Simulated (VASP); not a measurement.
Set up this calculation in VASP 6.6.1, as the native input.

```
Task                   : relaxation of cell and atoms
Functional             : PBE
Potentials or basis    : VASP PAW PBE potentials, release 64 (Be, S)
Cutoff                 : 600 eV
k mesh                 : 4 × 2 × 2
Occupations            : gaussian, width 0.1 eV
Spin                   : no spin polarisation
Dipole correction      : no
Further INCAR settings : ALGO = Normal; EDIFF = 1e-06; IBRION = 2; EDIFFG = -0.025; NSW = 80; ISIF = 3
```

The structure of Be2S3 lies in POSCAR:

```
Be2S3
1.0
    2.3412487572      2.6861458040     -0.0417096127
   -0.3809658686     -0.0766204535      6.6347915350
    4.6349837510     -5.3296954075      0.0368387465
Be S
4 6
Direct
    0.9234467889      0.8235702324      0.2468677084
    0.9679386883      0.7953293679      0.7731005164
    0.5094716587      0.2120349933      0.0306679280
    0.5471573662      0.2089761209      0.5321298270
    0.4342581796      0.6241946211      0.1656621429
    0.4295632732      0.6266707799      0.6811035479
    0.5768107389      0.3491672542      0.3167478072
    0.6421200918      0.3671289839      0.7623800191
    0.9886926421     -0.0047875907     -0.0129511838
    0.9805405724     -0.0022847630      0.5042916868
```

These files were run (other wordings do the same):

INCAR

```
SYSTEM = Be2S3
  PREC = Accurate
  ENCUT = 600
  EDIFF = 1E-6
  ISMEAR = 0
  SIGMA = 0.1
  LREAL = .FALSE.
  LASPH = .TRUE.
  NELM = 80
  ALGO = Normal
  ISIF = 3
  LWAVE = .FALSE.
  LCHARG = .FALSE.
  GGA = PE
  IBRION = 2
  NSW = 80
  EDIFFG = -0.025
```

KPOINTS

```
Automatic mesh
0
G
  4 2 2
  0 0 0
```

Potentials or basis: VASP PAW PBE potentials, release 64 (Be, S).

Command:

```console
$ cat potpaw_PBE.64/Be/POTCAR potpaw_PBE.64/S/POTCAR > POTCAR
$ mpirun -np 1 vasp_std > vasp.out
```

It gave:

- Relaxed volume: 16.00 Å³/atom
- Relaxed cell: a = 3.521 Å, b = 6.493 Å, c = 7.042 Å, α = 91.92°, β = 95.77°, γ = 91.90°
- Space group after relaxing (to 0.1 Å): C2 (No. 5)
- Energy gained by relaxing: 184.5 meV/atom
- Ionic steps: 20
- Pressure after relaxing: 0.0 GPa
- Largest force after relaxing: 0.024 eV/Å
- Band gap on the k mesh: 1.40 eV (least direct gap 1.58 eV)

Caveat: the k points lie up to 0.48 Å⁻¹ apart in the final cell.

Run time: 11 min on 1 thread of Intel(R) Xeon(R) Platinum 8259CL CPU @ 2.50GHz (Skylake/Cascade Lake), with other jobs on the host, peak memory 0.3 GiB.
